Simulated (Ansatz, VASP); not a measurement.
**CaO: VASP beside Ansatz**

```xyz
8
Lattice="4.8980 0.0000 0.0000 0.0000 -4.8980 0.0000 0.0000 0.0000 -4.8980" Properties=species:S:1:pos:R:3 pbc="T T T"
Ca    0.0000   -2.4490   -2.4490
Ca    2.4490    0.0000   -2.4490
Ca    2.4490   -2.4490    0.0000
Ca    0.0000    0.0000    0.0000
O     2.4490    0.0000    0.1000
O     0.0000   -2.4490    0.0000
O     0.0000    0.0000   -2.4490
O     2.4490   -2.4490   -2.4490
```

Alike in both runs: task single point; functional LDA; k mesh 6 × 6 × 6; occupations gaussian, width 0.05 eV; no spin polarisation.

|  | VASP | Ansatz |
| --- | --- | --- |
| version | VASP 6.6.1 | Ansatz 0.2.0 |
| potentials or method | VASP PAW LDA potentials, release 64 (Ca_sv, O), cutoff 520 eV | scalar-relativistic, plane waves, PAW |
| valence electrons in the cell | 64 | 64 |

|  | VASP | Ansatz | Ansatz less VASP |
| --- | --- | --- | --- |
| gap on the k mesh at the Fermi level (eV) | 3.48 | 3.51 | +0.023 |
| least direct gap on the mesh (eV) | 3.48 | 3.51 | +0.023 |
| pressure (GPa) | -11.1 | -11.7 | -0.59 |
| traceless stress, the component that is largest in VASP (GPa) | 0.16 | 0.15 | -0.009 |
| rms of the force components (eV/Å) | 0.099 | 0.097 | -0.0016 |

LDA's correlation is that of Perdew and Zunger in VASP and of Perdew and Wang (1992) in Ansatz. Atom by atom the forces differ by 0.005 eV/Å (rms over components).
